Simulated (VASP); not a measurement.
LiBiO:

```
Li Bi O
1.0
     4.47250    0.00000    0.00000
    -2.23625    3.87330    0.00000
     0.00000    0.00000    5.62341
Li Bi O
2 2 2
Direct
  0.00000 0.00000 0.00000
  0.00000 0.00000 0.50000
  0.33333 0.66667 0.25000
  0.66667 0.33333 0.75000
  0.33333 0.66667 0.75000
  0.66667 0.33333 0.25000
```

```yaml
Program: VASP 6.6.1
Task: relaxation of cell and atoms
Functional: PBE
Potentials_or_basis: VASP PAW PBE potentials, release 64 (Li_sv, Bi_d, O)
Cutoff: 600 eV
k_mesh: 12 × 12 × 8
Occupations: gaussian, width 0.1 eV
Spin: no spin polarisation
```

At the start: pressure 3.3 GPa; volume 16.24 Å³/atom.

Q: Where does the relaxation end?

A: Over 11 steps the energy falls by 57.3 meV/atom and the volume is 16.83 Å³/atom (+3.7 %); space group P6_3/mmc (No. 194, to 0.05 Å).

Step by step:
| step | energy change (eV) | largest force (eV/Å) | pressure (GPa) | volume (Å³) |
| --- | --- | --- | --- | --- |
| 1 | 0.0000 | 0.0000 | 3.32 | 97.42 |
| 2 | -0.1556 | 0.0000 | -0.57 | 102.18 |
| 3 | -0.1842 | 0.0000 | -2.90 | 105.92 |
| 4 | -0.3075 | 0.0000 | -2.03 | 104.01 |
| 5 | -0.3372 | 0.0000 | -1.17 | 102.84 |
| 6 | -0.3380 | 0.0000 | -0.96 | 102.61 |
| 7 | -0.3379 | 0.0000 | -1.02 | 102.68 |
| 8 | -0.3440 | 0.0000 | 0.08 | 100.81 |
| 9 | -0.3441 | 0.0000 | -0.04 | 101.00 |
| 10 | -0.3441 | 0.0000 | -0.06 | 101.04 |
| 11 | -0.3441 | 0.0000 | -0.02 | 101.00 |

Final structure:
```cif
data_structure
_symmetry_space_group_name_H-M 'P 1'
_symmetry_Int_Tables_number 1
_cell_length_a 4.7754
_cell_length_b 4.7754
_cell_length_c 5.1140
_cell_angle_alpha 90.000
_cell_angle_beta 90.000
_cell_angle_gamma 120.000
_cell_volume 101.00
loop_
_atom_site_label
_atom_site_type_symbol
_atom_site_fract_x
_atom_site_fract_y
_atom_site_fract_z
_atom_site_occupancy
Li1 Li 0.00000 0.00000 0.00000 1
Li2 Li 0.00000 0.00000 0.50000 1
Bi1 Bi 0.33333 0.66667 0.25000 1
Bi2 Bi 0.66667 0.33333 0.75000 1
O1 O 0.33333 0.66667 0.75000 1
O2 O 0.66667 0.33333 0.25000 1
```

Caveat: the cutoff is under 1.25 times the usual one of these potentials, so pressure, stress and relaxed cells hold a basis-set (Pulay) error.
